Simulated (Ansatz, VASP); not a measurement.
# One calculation of Cu, two programs

The input INCAR:

```
SYSTEM = Cu
ALGO     = Fast           ! electronic algorithm
EDIFF    = 1E-7           ! SCF threshold, eV
ENCUT    = 520            ! plane-wave cutoff, eV
GGA      = PE             ! functional
ISIF     = 2              ! what is computed and relaxed
ISMEAR   = 0              ! smearing method
LASPH    = .TRUE.         ! aspherical terms in the spheres
LCHARG   = .TRUE.         ! write CHGCAR
LELF     = .TRUE.         ! ELF
LREAL    = .FALSE.        ! projectors in reciprocal space
LVHAR    = .TRUE.       
LWAVE    = .FALSE.        ! write WAVECAR
NBANDS   = 18             ! bands
NELM     = 100            ! most SCF steps
PREC     = Accurate       ! precision mode
SIGMA    = 0.15           ! smearing width, eV
```

Contents of KPOINTS:

```
k-points
0
G
  24 24 12
  0 0 0
```

POSCAR

```
Cu
1.0
    2.4073918363      0.0000000000      0.0000000000
   -1.2036959182      2.0848624871      0.0000000000
    0.0000000000      0.0000000000      4.0097567250
Cu
2
Direct
    0.3333333333      0.6666666667      0.2500000000
    0.6666666667      0.3333333333      0.7500000000
```

Input for Ansatz:

```yaml
crystal:
  lattice:
    - [2.4073918363, 0.0, 0.0]
    - [-1.2036959182, 2.0848624871, 0.0]
    - [0.0, 0.0, 4.009756725]
  atoms:
    - { symbol: Cu, position: [0.3333333333, 0.6666666667, 0.25] }
    - { symbol: Cu, position: [0.6666666667, 0.3333333333, 0.75] }
basis:
  ecutwfc: 420
kpoints:
  mp_grid: { grid: [24, 24, 12] }
hamiltonian:
  xc: pbe
scf:
  occupations: { method: gaussian, width: 0.15 }
output:
  forces: true
  stress: true
  eigenvalues: true
```

Change from the starting cell: strain -0.050 along x and y, -0.025 along z, atoms carried along.

Alike in both runs: task single point; functional PBE; k mesh 24 × 24 × 12; occupations gaussian, width 0.15 eV; no spin polarisation.

|  | VASP | Ansatz |
| --- | --- | --- |
| version | VASP 6.6.1 | Ansatz 0.2.0 |
| potentials or method | VASP PAW PBE potentials, release 64 (Cu), cutoff 520 eV | scalar-relativistic, plane waves, PAW |
| valence electrons in the cell | 22 | 38 |

Ansatz gave:

| Item | Value |
| --- | --- |
| gap on the k mesh at the Fermi level (eV) | none |
| pressure (GPa) | 37.6 |
| traceless stress, the component that is largest in VASP (GPa) | -3.57 |

**Question.** Which values does VASP return?

**Answer.** gap on the k mesh at the Fermi level (eV): none; pressure (GPa): 38.1; traceless stress, the component that is largest in VASP (GPa): -3.63.

A gap of «none» marks a metal or a gap that the smearing closes. Both programs put the cell under a high pressure, so it lies far from rest at this level. VASP's potentials hold 22 valence electrons a cell and Ansatz's 38, so a difference there can come from the potentials and not from the codes.
